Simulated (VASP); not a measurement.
# C25O in VASP: notebook, part 2 of 2

VASP 6.6.1. The steps go on from the part before.

**3. Single point, PBE**

INCAR reads:

```
SYSTEM = C25O
ALGO = Normal ; DIPOL = 0.5 0.5 0.302
EDIFF = 1E-6 ; ENCUT = 520
GGA = PE ; IDIPOL = 3
ISIF = 2 ; ISMEAR = 0
LASPH = .TRUE. ; LCHARG = .FALSE.
LDIPOL = .TRUE. ; LREAL = Auto
LWAVE = .FALSE. ; NBANDS = 72
NELM = 60 ; PREC = Accurate
SIGMA = 0.05
```

KPOINTS reads:

```
k-points
0
G
  6 6 1
  0 0 0
```

POSCAR reads:

```
C25O
1.0
    5.0509324483      0.0000000000      0.0000000000
   -2.5254662241      4.3742358130      0.0000000000
    0.0000000000      0.0000000000     24.3675695640
C O
25 1
Direct
    0.1666666667      0.3333333333      0.1641526041
    0.1666666667      0.8333333333      0.1641526041
    0.6666666667      0.3333333333      0.1641526041
    0.6666666667      0.8333333333      0.1641526041
    0.0000000000      0.0000000000      0.1853081253
    0.0000000000      0.5000000000      0.1853081253
    0.5000000000      0.0000000000      0.1853081253
    0.5000000000      0.5000000000      0.1853081253
    0.0000000000      0.0000000000      0.2487746889
    0.0000000000      0.5000000000      0.2487746889
    0.5000000000      0.0000000000      0.2487746889
    0.5000000000      0.5000000000      0.2487746889
    0.3333333333      0.1666666667      0.2625971826
    0.3333333333      0.6666666667      0.2625971826
    0.8333333333      0.1666666667      0.2625971826
    0.8333333333      0.6666666667      0.2625971826
    0.3333333333      0.1666666667      0.4254554106
    0.3333333333      0.6666666667      0.4254554106
    0.8333333333      0.1666666667      0.4254554106
    0.8333333333      0.6666666667      0.4254554106
    0.1666666667      0.3333333333      0.4254658856
    0.1666666667      0.8333333333      0.4254658856
    0.6666666667      0.3333333333      0.4254658856
    0.6666666667      0.8333333333      0.4254658856
    0.6666666667      0.8333333333      0.4898957827
    0.9228197426      0.9614098713      0.5022166706
```

Potentials or basis: VASP PAW PBE potentials, release 64 (C, O).

The run is started by

```console
$ cat potpaw_PBE.64/C/POTCAR potpaw_PBE.64/O/POTCAR > POTCAR
$ mpirun -np 1 vasp_std > vasp.out
```

OUTCAR:

```text
SYSTEM = C25O
   EDIFF = 1E-6
   ENCUT = 520
   GGA = PE
   ISIF = 2
   ISMEAR = 0
   LASPH = .TRUE.
   LREAL = Auto
   NELM = 60
   PREC = Accurate

 ion  position               nearest neighbor table
   1  0.167  0.333  0.164-   5 1.55   8 1.55   6 1.55
   2  0.167  0.833  0.164-   6 1.55   7 1.55   5 1.55
   3  0.667  0.333  0.164-   7 1.55   6 1.55   8 1.55
   4  0.667  0.833  0.164-   8 1.55   5 1.55   7 1.55
   5  0.000  0.000  0.185-   1 1.55   4 1.55   2 1.55   9 1.55
   6  0.000  0.500  0.185-   2 1.55   3 1.55   1 1.55  10 1.55
   7  0.500  0.000  0.185-   3 1.55   2 1.55   4 1.55  11 1.55
   8  0.500  0.500  0.185-   4 1.55   1 1.55   3 1.55  12 1.55
   9  0.000  0.000  0.249-  16 1.50  13 1.50  15 1.50   5 1.55
  10  0.000  0.500  0.249-  15 1.50  14 1.50  16 1.50   6 1.55
  11  0.500  0.000  0.249-  14 1.50  15 1.50  13 1.50   7 1.55
  12  0.500  0.500  0.249-  13 1.50  16 1.50  14 1.50   8 1.55
  13  0.333  0.167  0.263-  12 1.50   9 1.50  11 1.50
  14  0.333  0.667  0.263-  11 1.50  10 1.50  12 1.50
  15  0.833  0.167  0.263-  10 1.50  11 1.50   9 1.50
  16  0.833  0.667  0.263-   9 1.50  12 1.50  10 1.50
  17  0.333  0.167  0.425-  21 1.46  22 1.46  23 1.46
  18  0.333  0.667  0.425-  22 1.46  21 1.46  24 1.46
  19  0.833  0.167  0.425-  23 1.46  24 1.46  21 1.46
  20  0.833  0.667  0.425-  24 1.46  23 1.46  22 1.46
  21  0.167  0.333  0.425-  17 1.46  18 1.46  19 1.46
  22  0.167  0.833  0.425-  18 1.46  17 1.46  20 1.46
  23  0.667  0.333  0.425-  19 1.46  20 1.46  17 1.46
  24  0.667  0.833  0.425-  20 1.46  19 1.46  18 1.46  25 1.57
  25  0.667  0.833  0.490-  26 1.16  24 1.57
  26  0.923  0.961  0.502-  25 1.16

  LATTYP: Found a hexagonal cell.
 ALAT       =     5.0509324483
 C/A-ratio  =     4.8243705125

  Lattice vectors:

 A1 = (   5.0509324483,   0.0000000000,   0.0000000000)
 A2 = (  -2.5254662241,   4.3742358130,   0.0000000000)
 A3 = (   0.0000000000,   0.0000000000,  24.3675695640)

Analysis of symmetry for initial positions (statically):
=====================================================================
 Subroutine PRICEL returns:
 Original cell was already a primitive cell.

 Routine SETGRP: Setting up the symmetry group for a
 hexagonal supercell.

 Subroutine GETGRP returns: Found  2 space group operations
 (whereof  2 operations were pure point group operations)
 out of a pool of 24 trial point group operations.

The static configuration has the point symmetry C_1h.

Analysis of symmetry for dynamics (positions and initial velocities):
=====================================================================
 Subroutine PRICEL returns:
 Original cell was already a primitive cell.

 Routine SETGRP: Setting up the symmetry group for a
 hexagonal supercell.

 Subroutine GETGRP returns: Found  2 space group operations
 (whereof  2 operations were pure point group operations)
 out of a pool of 24 trial point group operations.

The dynamic configuration has the point symmetry C_1h.

 Subroutine INISYM returns: Found  2 space group operations
 (whereof  2 operations are pure point group operations),
 and found     1 'primitive' translations

----------------------------------------------------------------------------------------

[... 112 lines left out ...]
   total plane-waves  NPLWV = 307200
   dimension x,y,z NGX =    40 NGY =   40 NGZ =  192
   dimension x,y,z NGXF=    80 NGYF=   80 NGZF=  384
   ions per type =              25   1
   NGX,Y,Z   is equivalent  to a cutoff of  13.17, 13.17, 13.10 a.u.
   NGXF,Y,Z  is equivalent  to a cutoff of  26.33, 26.33, 26.20 a.u.
 SYSTEM =  C25O
   PREC   = accura    normal or accurate (medium, high low for compatibility)
   ISTART =      0    job   : 0-new  1-cont  2-samecut
   ICHARG =      2    charge: 1-file 2-atom 10-const
   ISPIN  =      1    spin polarized calculation?
   LNONCOLLINEAR =      F non collinear calculations
   LSORBIT =      F    spin-orbit coupling
   LASPH  =      T    aspherical Exc in radial PAW
   ENCUT  =  520.0 eV  38.22 Ry    6.18 a.u.   9.39  9.39 45.31*2*pi/ulx,y,z
   NELM   =     60;   NELMIN=  2; NELMDL= -5     # of ELM steps
   EDIFF  = 0.1E-05   stopping-criterion for ELM
   LREAL  =      T    real-space projection
   EDIFFG = 0.1E-04   stopping-criterion for IOM
   NSW    =      0    number of steps for IOM
   IBRION =     -1    ionic relax: 0-MD 1-quasi-New 2-CG
   NFREE  =      0    steps in history (QN), initial steepest desc. (CG)
   ISIF   =      2    stress and relaxation
   ISYM   =      2    0-nonsym 1-usesym 2-fastsym
   POTIM  = 0.5000    time-step for ionic-motion
   TEBEG  =    0.0;   TEEND  =   0.0 temperature during run
   PSTRESS=    0.0 pullay stress
   NELECT =     106.0000    total number of electrons
   NUPDOWN=      -1.0000    fix difference up-down
   EMIN   =  10.00;   EMAX   =-10.00  energy-range for DOS
   EFERMI =   0.00;   METHOD = LEGACY
   ISMEAR =     0;   SIGMA  =   0.05  broadening in eV -4-tet -1-fermi 0-gaus
   EFERMI_NEDOS =   21; number of points for ismear=-14 and -15
   IALGO  =     38    algorithm
   IMIX   =      4    mixing-type and parameters
     AMIX     =   0.40;   BMIX     =  1.00
     AMIX_MAG =   1.60;   BMIX_MAG =  1.00
  volume/ion in A,a.u.               =      20.71       139.74
  Fermi-wavevector in a.u.,A,eV,Ry     =   0.952390  1.799756 12.341118  0.907047
  Thomas-Fermi vector in A             =   2.080948
   LORBIT       =      0    0 simple, 1 ext, 2 COOP (PROOUT), +10 PAW based schemes
   GGA     = PE    functional components
   LHFCALC =     F    Hartree Fock is set to
   AEXX    =    0.0000 exact exchange contribution
   IVDW    =     0    specifies the selected vdW correction
   LEPSILON=     F    determine dielectric tensor
   LRPA    =     F    only Hartree local field effects (RPA)
 non-spin polarized calculation
 Gauss-broadening in eV      SIGMA  =   0.05
  energy-cutoff  :      520.00
  volume of cell :      538.38
 maximum number of plane-waves:     14552
 NGX is ok and might be reduce to    40
   NGX = 19   NGY = 19   NGZ = 91

 dipolmoment           0.000000      0.000000      0.692309 electrons x Angstroem

 number of electron     106.0000006 magnetization

 dipolmoment           0.000000      0.000000     -0.032706 electrons x Angstroem

 Free energy of the ion-electron system (eV)
  ---------------------------------------------------
  ext. energy  EPLUGINS =         0.00000000
  ---------------------------------------------------
  free energy    TOTEN  =      -215.22404729 eV

  energy without entropy =     -215.21862628  energy(sigma->0) =     -215.22133678

 E-fermi :  -1.4363     XC(G=0):  -4.8023

 val. band max:       -1.4614425649   @ k =   0.3333   0.3333   0.0000
 cond. band min:      -1.4359914547   @ k =   0.5000  -0.0000   0.0000
 fundamental gap:      0.0254511102
 Fermi energy:        -1.4362764756

 k-point     1 :       0.0000    0.0000    0.0000
  band No.  band energies     occupation
      1     -25.2800      2.00000
      2     -22.4487      2.00000
      3     -20.8824      2.00000
      4     -18.5554      2.00000
      5     -17.3673      2.00000
      6     -17.3671      2.00000
[... 873 lines left out ...]
     64       5.6170      0.00000
     65       5.8460      0.00000
 [bands above 65 left out]

------------------------ aborting loop because EDIFF is reached ----------------------------------------

 vacuum level on the upper side and lower side of the slab       (xc-potential included)        -0.315        -0.047

  FORCE on cell =-STRESS in cart. coord.  units (eV):
  Direction    XX          YY          ZZ          XY          YZ          ZX
  --------------------------------------------------------------------------------------
  -------------------------------------------------------------------------------------
  Total      -16.4269487    -17.9542765     37.2472800      1.3227047      1.9645530      3.4027107
  in kB      -48.8856638    -53.4309044    110.8457839      3.9362938      5.8463979     10.1262733
  external PRESSURE =       2.8430719 kB  Pullay stress =       0.0000000 kB

 VOLUME and BASIS-vectors are now :
 -----------------------------------------------------------------------------
  energy-cutoff  :      520.00
  volume of cell :      538.38
      direct lattice vectors                 reciprocal lattice vectors
     5.050932448  0.000000000  0.000000000     0.197983246  0.114305680  0.000000000
    -2.525466224  4.374235813  0.000000000     0.000000000  0.228611360  0.000000000
     0.000000000  0.000000000 24.367569564     0.000000000  0.000000000  0.041038151

 POSITION                                       TOTAL-FORCE (eV/Angst)
 -----------------------------------------------------------------------------------
      0.00000      1.45808      4.00000        -0.002343      0.001035      3.563093
     -1.26273      3.64520      4.00000        -0.000275     -0.002546      3.563093
      2.52547      1.45808      4.00000         0.005778      0.003336      3.564726
      1.26273      3.64520      4.00000         0.000926      0.000535      3.571348
      0.00000      0.00000      4.51551         0.004648      0.002683     -7.755903
     -1.26273      2.18712      4.51551        -0.000279     -0.000161     -7.756628
[... 18 lines left out ...]
      1.26273      3.64520     11.93757        -0.844822     -0.487758      5.127409
      2.23309      4.20543     12.23780         2.547459      1.470776      5.824816
 -----------------------------------------------------------------------------------
    total drift:                                0.003881      0.002243      0.043329

  FREE ENERGIE OF THE ION-ELECTRON SYSTEM (eV)
  ---------------------------------------------------
  free  energy   TOTEN  =      -215.2240472914 eV

  energy  without entropy=     -215.2186262779  energy(sigma->0) =     -215.22133678

 vacuum level on the upper side and lower side of the slab         4.121         4.399
```

Wall time 64 min (1 thread of Intel Xeon 8259CL, shared host); peak memory 0.78 GiB.

What came out:

- Free energy: -215.2240 eV
- Largest force: 7.757 eV/Å
- Band gap on the k mesh: zero (bands 53 and 54 overlap by 0.03 eV)

Forces in eV/Å, atoms in the order of the input:
```
C   -0.002  0.001  3.563
C    0.000 -0.003  3.563
C    0.006  0.003  3.565
C    0.001  0.001  3.571
C    0.005  0.003 -7.756
C    0.000  0.000 -7.757
C   -0.002  0.005 -7.748
C    0.003 -0.005 -7.748
C    0.002  0.001  4.155
C    0.000  0.000  4.168
C   -0.003  0.008  4.147
C    0.005 -0.007  4.147
C   -0.003 -0.002  0.030
C   -0.010 -0.006  0.050
C   -0.002  0.001  0.036
C    0.000 -0.002  0.036
C   -0.135 -0.078  0.145
C   -2.482 -1.433 -2.196
C   -0.637  2.383 -2.791
C    1.745 -1.743 -2.791
C   -0.235  0.434 -0.537
C    0.259 -0.421 -0.537
C    0.391  0.226 -0.152
C   -0.605 -0.349 -2.116
C   -0.845 -0.488  5.127
O    2.547  1.471  5.825
```

Levels at points of the mesh, in eV from the Fermi level:
```
           k point  band 50  band 51  band 52  band 53  band 54  band 55  band 56  band 57
(0.00, 0.00, 0.00)    -1.36    -0.92    -0.92    -0.62     0.61     0.69     0.89     0.90
(0.50, 0.00, 0.00)    -1.27    -0.11    -0.04     0.00     0.11     0.12     1.04     1.32
(0.00, 0.50, 0.00)    -1.27    -0.47    -0.04    -0.04     0.11     0.11     1.11     1.32
```

**4. Single point, PBE**

INCAR reads:

```
SYSTEM = C25O
  PREC = Accurate
  ENCUT = 520
  EDIFF = 1E-6
  ISMEAR = 0
  SIGMA = 0.05
  LREAL = Auto
  LASPH = .True.
  NELM = 80
  ALGO = Normal
  ISIF = 2
  LWAVE = .False.
  LCHARG = .False.
  LDIPOL = .True.
  IDIPOL = 3
  DIPOL = 0.5 0.5 0.301
  GGA = PE
  NBANDS = 72
```

KPOINTS reads:

```
regular mesh
0
Gamma
  6 6 1
  0 0 0
```

Edit POSCAR of step 3 so:

```diff
@@ -33,2 +33,2 @@
     0.6666666667      0.8333333333      0.4898957827
-    0.9228197426      0.9614098713      0.5022166706
+    0.7992612557      0.7007387443      0.4898957827
```

The run is started by

```console
$ cat potpaw_PBE.64/C/POTCAR potpaw_PBE.64/O/POTCAR > POTCAR
$ mpirun -np 1 vasp_std > vasp.out
```

Wall time 14 min (1 thread of Intel Xeon 6975P-C (Granite Rapids), shared host); peak memory 0.77 GiB.

It converged, with:

| Quantity | Value |
| --- | --- |
| Free energy | -213.5229 eV |
| Largest force | 10.840 eV/Å |
| Band gap on the k mesh | zero (bands 53 and 54 overlap by 0.01 eV) |

Forces in eV/Å, atoms in the order of the input:
```
C   -0.002  0.001  3.576
C    0.003 -0.001  3.573
C    0.002 -0.002  3.573
C    0.001 -0.001  3.576
C    0.001  0.007 -7.749
C    0.013 -0.008 -7.755
C   -0.005  0.003 -7.755
C   -0.005 -0.004 -7.749
C    0.008  0.014  4.125
C    0.022 -0.013  4.132
C   -0.012  0.007  4.146
C   -0.009 -0.014  4.125
C   -0.003  0.002  0.027
C   -0.003 -0.004  0.043
C    0.002  0.005  0.043
C   -0.009  0.005  0.109
C    0.281 -0.162 -0.337
C   -1.871 -0.777 -1.461
C   -0.262  2.009 -1.461
C    2.772 -1.600  0.704
C   -0.105  0.061  0.060
C    1.956  0.698 -1.611
C    0.373 -2.043 -1.611
C   -3.776  2.180 -2.532
C   -7.562  4.366  2.915
O    8.192 -4.729  5.296
```

Levels at points of the mesh, in eV from the Fermi level:
```tsv
k point	band 50	band 51	band 52	band 53	band 54	band 55	band 56	band 57
(0.00, 0.00, 0.00)	-1.37	-0.92	-0.92	-0.06	0.37	0.88	0.89	0.90
(0.50, 0.00, 0.00)	-1.27	-0.11	-0.05	-0.02	0.10	0.11	0.88	1.32
(0.50, 0.50, 0.00)	-1.27	-0.27	-0.06	-0.05	0.10	0.10	0.98	1.27
```

**5. The runs side by side**

| cell | gap on the mesh (eV) | largest force (eV/Å) |
| --- | --- | --- |
| as given, atomic positions A | none | 7.76 |
| as given, atomic positions B | none | 7.76 |
| as given, atomic positions C | none | 10.84 |

Alike in all rows: task single point; level PBE; potentials or basis VASP PAW PBE potentials, release 64 (C, O); no spin polarisation; k mesh 6 × 6 × 1; cutoff (eV) 520; smearing gaussian 0.05 eV.

Absolute energies hang on the potentials; compare differences alone.

The gap in the log of VASP goes by the Fermi energy; the results here count the filled bands.